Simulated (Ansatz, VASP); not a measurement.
## One calculation of CoO, two programs

Contents of INCAR:

```
SYSTEM = CoO
ALGO = Normal ; EDIFF = 1E-6
ENCUT = 520 ; GGA = PS
ISIF = 2 ; ISMEAR = 0
ISPIN = 2 ; LASPH = .True.
LCHARG = .False. ; LDAU = .True.
LDAUJ = 0 0 ; LDAUL = 2 -1
LDAUPRINT = 1 ; LDAUTYPE = 2
LDAUU = 1 0 ; LMAXMIX = 4
LORBIT = 11 ; LREAL = .False.
LWAVE = .False. ; MAGMOM = 3 -3 0 0
NBANDS = 27 ; NELM = 150
PREC = Accurate ; SIGMA = 0.05
```

Contents of KPOINTS:

```
k-points
0
Gamma
  16 16 8
  0 0 0
```

POSCAR

```
CoO
1.0
    2.5724608895      0.0000000000      0.0000000000
    0.0000000000      2.5724608895      0.0000000000
    0.0000000000      0.0000000000      5.1449217790
Co O
2 2
Direct
    0.0000000000      0.0000000000      0.0000000000
    0.0000000000      0.0000000000      0.5000000000
    0.5000000000      0.5000000000      0.2500000000
    0.5000000000      0.5000000000      0.7500000000
```

Input for Ansatz:

```yaml
crystal:
  lattice:
    - [2.5724608895, 0.0, 0.0]
    - [0.0, 2.5724608895, 0.0]
    - [0.0, 0.0, 5.144921779]
  atoms:
    - { symbol: Co, position: [0.0, 0.0, 0.0], spin: 3.0 }
    - { symbol: O, position: [0.5, 0.5, 0.25] }
    - { symbol: Co, position: [0.0, 0.0, 0.5], spin: -3.0 }
    - { symbol: O, position: [0.5, 0.5, 0.75] }
basis:
  ecutwfc: 420
kpoints:
  mp_grid: { grid: [16, 16, 8] }
hamiltonian:
  xc: pbesol
  hubbard: { sites: [{ species: Co, l: d, u_eff: 1.0 }] }
scf:
  occupations: { method: gaussian, width: 0.05 }
output:
  forces: true
  stress: true
  eigenvalues: true
  populations: true
  write_density: true
  write_potential: true
  elf: true
  volumetric_format: npy
magnetization:
  spin_polarized: true
```

Alike in both runs: task single point; functional PBEsol; k mesh 16 × 16 × 8; occupations gaussian, width 0.05 eV; collinear spin; Hubbard terms Co d U = 1.0 eV.

|  | VASP | Ansatz |
| --- | --- | --- |
| version | VASP 6.6.1 | Ansatz 0.2.0 |
| potentials or method | VASP PAW PBE potentials, release 64 (Co, O), cutoff 520 eV | scalar-relativistic, plane waves, PAW |
| valence electrons in the cell | 30 | 46 |

```tsv
	VASP	Ansatz	Ansatz less VASP
gap on the k mesh at the Fermi level (eV)	0.39	0.41	+0.029
least direct gap on the mesh (eV)	0.68	0.72	+0.040
pressure (GPa)	0.1	1.9	+1.84
net moment per atom (μB)	0.00	0.00	0.000
size of the moment on the site where the two differ most (μB)	2.38	2.33	-0.040
```

VASP's potentials were made for PBE, not for PBEsol. Site moments also hang on the region over which each program counts them. The programs project onto different local orbitals, so the same U acts differently, and such runs can settle in different states. VASP's potentials hold 30 valence electrons a cell and Ansatz's 46, so a difference there can come from the potentials and not from the codes.
